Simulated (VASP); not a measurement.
# ZnO (Fm-3m) in VASP: a series of runs

ZnO is run at these levels: PBE; tasks: electric field gradients.

All numbers are computed with VASP 6.6.1; they aren't measurements. Logs are shortened: lines on timing, memory, paths and dates and some standing lists are left out, and cuts for length are marked.

## 1. The cell of the first run

The structure is cubic, space group Fm-3m (No. 225). Conventional cell: a = 4.244 Å, b = 4.244 Å, c = 4.244 Å, α = 90.00°, β = 90.00°, γ = 90.00°. Within 2.8 Å of Zn (site symmetry m-3m) lie 6 O at 2.12 Å. Within 2.8 Å of O (site symmetry m-3m) lie 6 Zn at 2.12 Å.

## 2. Electric field gradients, PBE (9.56 Å³/atom)

INCAR reads:

```
PREC     = Accurate       # precision mode
ENCUT    = 1000           # plane-wave cutoff, eV
EDIFF    = 1E-8           # SCF threshold, eV
ISMEAR   = -1             # smearing method
SIGMA    = 0.03           # smearing width, eV
LREAL    = False          # projectors in reciprocal space
LASPH    = True           # aspherical terms in the spheres
NELM     = 120            # most SCF steps
ALGO     = Normal         # electronic algorithm
ISIF     = 2              # what is computed and relaxed
LWAVE    = False          # write WAVECAR
LCHARG   = False          # write CHGCAR
GGA      = PE             # functional
LEFG     = True         
NBANDS   = 16             # bands
GGA_COMPAT= False
```

KPOINTS reads:

```
regular mesh
0
Gamma
  10 10 10
```

POSCAR reads:

```
ZnO
1.0
    0.0000000000      2.1220159565      2.1220159565
    2.1220159565      0.0000000000      2.1220159565
    2.1220159565      2.1220159565      0.0000000000
Zn O
1 1
Direct
    0.0000000000      0.0000000000      0.0000000000
    0.5000000000      0.5000000000      0.5000000000
```

Potentials or basis: VASP PAW PBE potentials, release 64 (Zn, O_h).

On the command line:

```
$ cat potpaw_PBE.64/Zn/POTCAR potpaw_PBE.64/O_h/POTCAR > POTCAR
$ mpirun -np 1 vasp_std > vasp.out
```

OUTCAR:

```text
PREC = Accurate
   ENCUT = 1000
   EDIFF = 1E-8
   ISMEAR = -1
   LREAL = False
   LASPH = True
   NELM = 120
   ISIF = 2
   GGA = PE

 ion  position               nearest neighbor table
   1  0.000  0.000  0.000-   2 2.12   2 2.12   2 2.12   2 2.12   2 2.12   2 2.12
   2  0.500  0.500  0.500-   1 2.12   1 2.12   1 2.12   1 2.12   1 2.12   1 2.12

  LATTYP: Found a face centered cubic cell.
 ALAT       =     4.2440319130

  Lattice vectors:

 A1 = (   0.0000000000,   2.1220159565,   2.1220159565)
 A2 = (   2.1220159565,   0.0000000000,   2.1220159565)
 A3 = (   2.1220159565,   2.1220159565,   0.0000000000)

Analysis of symmetry for initial positions (statically):
=====================================================================
 Subroutine PRICEL returns:
 Original cell was already a primitive cell.

 Routine SETGRP: Setting up the symmetry group for a
 face centered cubic supercell.

 Subroutine GETGRP returns: Found 48 space group operations
 (whereof 48 operations were pure point group operations)
 out of a pool of 48 trial point group operations.

The static configuration has the point symmetry O_h .

Analysis of symmetry for dynamics (positions and initial velocities):
=====================================================================
 Subroutine PRICEL returns:
 Original cell was already a primitive cell.

 Routine SETGRP: Setting up the symmetry group for a
 face centered cubic supercell.

 Subroutine GETGRP returns: Found 48 space group operations
 (whereof 48 operations were pure point group operations)
 out of a pool of 48 trial point group operations.

The dynamic configuration has the point symmetry O_h .

 Subroutine INISYM returns: Found 48 space group operations
 (whereof 48 operations are pure point group operations),
 and found     1 'primitive' translations

----------------------------------------------------------------------------------------

                                     Primitive cell

  volume of cell :      19.1107

  direct lattice vectors                    reciprocal lattice vectors
     0.000000000  2.122015956  2.122015956    -0.235624995  0.235624995  0.235624995
[... 121 lines left out ...]
   NGX = 15   NGY = 15   NGZ = 15

 number of electron      17.9999997 magnetization

 Free energy of the ion-electron system (eV)
  ---------------------------------------------------
  ext. energy  EPLUGINS =         0.00000000
  ---------------------------------------------------
  free energy    TOTEN  =        -8.59014862 eV

  energy without entropy =       -8.59014862  energy(sigma->0) =       -8.59014862

 E-fermi :   3.9433     XC(G=0): -12.4425

 val. band max:        3.4038994982   @ k =   0.5000   0.0000   0.0000
 cond. band min:       4.3997568947   @ k =   0.0000   0.0000   0.0000
 fundamental gap:      0.9958573965
 Fermi energy:         3.9432840448

 k-point     1 :       0.0000    0.0000    0.0000
  band No.  band energies     occupation
      1     -15.4311      2.00000
      2      -1.5001      2.00000
      3      -1.5001      2.00000
      4      -1.5001      2.00000
      5      -1.2729      2.00000
      6      -1.2729      2.00000
[... 433 lines left out ...]
      3      -1.9416      2.00000
      4      -1.4824      2.00000
      5      -1.2492      2.00000
      6      -1.0240      2.00000
[... 8 lines left out ...]
     15      31.2285      0.00000
     16      31.8089      0.00000

 [... further k-points ...]

------------------------ aborting loop because EDIFF is reached ----------------------------------------

  FORCE on cell =-STRESS in cart. coord.  units (eV):
  Direction    XX          YY          ZZ          XY          YZ          ZX
  --------------------------------------------------------------------------------------
  -------------------------------------------------------------------------------------
  Total        1.5236743      1.5236743      1.5236743     -0.0000000     -0.0000000      0.0000000
  in kB      127.7399629    127.7399629    127.7399629     -0.0000000     -0.0000000      0.0000000
  external PRESSURE =     127.7399629 kB  Pullay stress =       0.0000000 kB

 VOLUME and BASIS-vectors are now :
 -----------------------------------------------------------------------------
  energy-cutoff  :     1000.00
  volume of cell :       19.11
      direct lattice vectors                 reciprocal lattice vectors
     0.000000000  2.122015956  2.122015956    -0.235624995  0.235624995  0.235624995
     2.122015956  0.000000000  2.122015956     0.235624995 -0.235624995  0.235624995
     2.122015956  2.122015956  0.000000000     0.235624995  0.235624995 -0.235624995

 POSITION                                       TOTAL-FORCE (eV/Angst)
 -----------------------------------------------------------------------------------
      0.00000      0.00000      0.00000        -0.000000      0.000000      0.000000
      2.12202      2.12202      2.12202         0.000000      0.000000     -0.000000
 -----------------------------------------------------------------------------------
    total drift:                                0.000000     -0.000000     -0.000000

  FREE ENERGIE OF THE ION-ELECTRON SYSTEM (eV)
  ---------------------------------------------------
  free  energy   TOTEN  =        -8.5901486239 eV

  energy  without entropy=       -8.5901486234  energy(sigma->0) =       -8.59014862

 Electric field gradients (V/A^2)
---------------------------------------------------------------------
 ion       V_xx      V_yy      V_zz      V_xy      V_xz      V_yz
---------------------------------------------------------------------
   1      -0.000     0.000     0.000     0.001     0.001     0.001
   2      -0.000    -0.000    -0.000    -0.002    -0.002    -0.002
---------------------------------------------------------------------

 Electric field gradients after diagonalization (V/A^2)
 (convention: |V_zz| > |V_xx| > |V_yy|)
----------------------------------------------------------------------
 ion       V_xx      V_yy      V_zz     asymmetry (V_yy - V_xx)/ V_zz
----------------------------------------------------------------------
   1      -0.001    -0.001     0.002       0.000
   2       0.002     0.002    -0.004       0.000
----------------------------------------------------------------------

           NMR quadrupolar parameters

 Cq : quadrupolar parameter    Cq=e*Q*V_zz/h
 eta: asymmetry parameters     (V_yy - V_xx)/ V_zz
 Q  : nuclear electric quadrupole moment in mb (millibarn)
----------------------------------------------------------------------
 ion       Cq(MHz)       eta       Q (mb)
----------------------------------------------------------------------
   1       0.000       0.000       1.000
   2      -0.000       0.000       1.000
----------------------------------------------------------------------
```

stdout:

```text
POSCAR found type information on POSCAR ZnO
 POSCAR found :  2 types and       2 ions
 scaLAPACK will be used
 LDA part: xc-table for (Slater+PW92), standard interpolation
 POSCAR, INCAR and KPOINTS ok, starting setup
 FFT: planning ... GRIDC
 FFT: planning ... GRID_SOFT
 FFT: planning ... GRID
 WAVECAR not read
 entering main loop
ion   1

ion   2
```

It took 26 s on 1 thread of Intel Xeon Platinum 8259CL at 2.50GHz (Skylake/Cascade Lake), shared host; peak memory 0.2 GiB.

What came out:

* Free energy: -8.5901 eV
* Pressure: 12.8 GPa
* Band gap on the k mesh: 1.00 eV (least direct gap 2.46 eV)
* Largest electric field gradient by atom: under 0.05 V/Å² on every atom

Caveat: the cell stands under pressure. A k mesh can miss the band edges.

[end of part 1 of 2]
